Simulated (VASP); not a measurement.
**W: single point with PBE**

The system is W, a slab with vacuum.

```
W
1.0
     3.18342    0.00000    0.00000
     0.00000    3.18342    0.00000
     0.00000    0.00000   23.95850
W
6
Direct
  0.25000 0.25000 0.34047
  0.75000 0.75000 0.39907
  0.25000 0.25000 0.46785
  0.75000 0.75000 0.53215
  0.25000 0.25000 0.60093
  0.75000 0.75000 0.65953
```

```yaml
Program: VASP 6.6.1
Task: single point
Functional: PBE
Potentials_or_basis: VASP PAW PBE potentials, release 64 (W_sv)
Cutoff: 520 eV
k_mesh: 11 × 11 × 1
Occupations: fermi-dirac, width 0.08 eV
Spin: no spin polarisation
Dipole_correction: no
Further_INCAR_settings: ALGO = Normal; EDIFF = 1e-06; NBANDS = 51
```

```
Largest force          : 0.044 eV/Å
Band gap on the k mesh : zero (bands 42 and 43 overlap by 1.80 eV)
```

Forces on the atoms (eV/Å):
```
W    0.000  0.000 -0.044
W    0.000  0.000  0.000
W    0.000  0.000 -0.007
W    0.000  0.000  0.007
W    0.000  0.000  0.000
W    0.000  0.000  0.044
```

Levels at points of the mesh, in eV from the Fermi level:
```tsv
k point	band 40	band 41	band 42	band 43	band 44	band 45
(0.00, 0.00, 0.00)	-0.42	-0.23	-0.23	-0.21	-0.19	0.57
```

It took 3.4 min on 1 thread of Intel(R) Xeon(R) 6975P-C (Granite Rapids) (shared host), peak memory 0.41 GiB.

Caveat: spin-orbit coupling is left out, which moves the levels of the heavy elements.
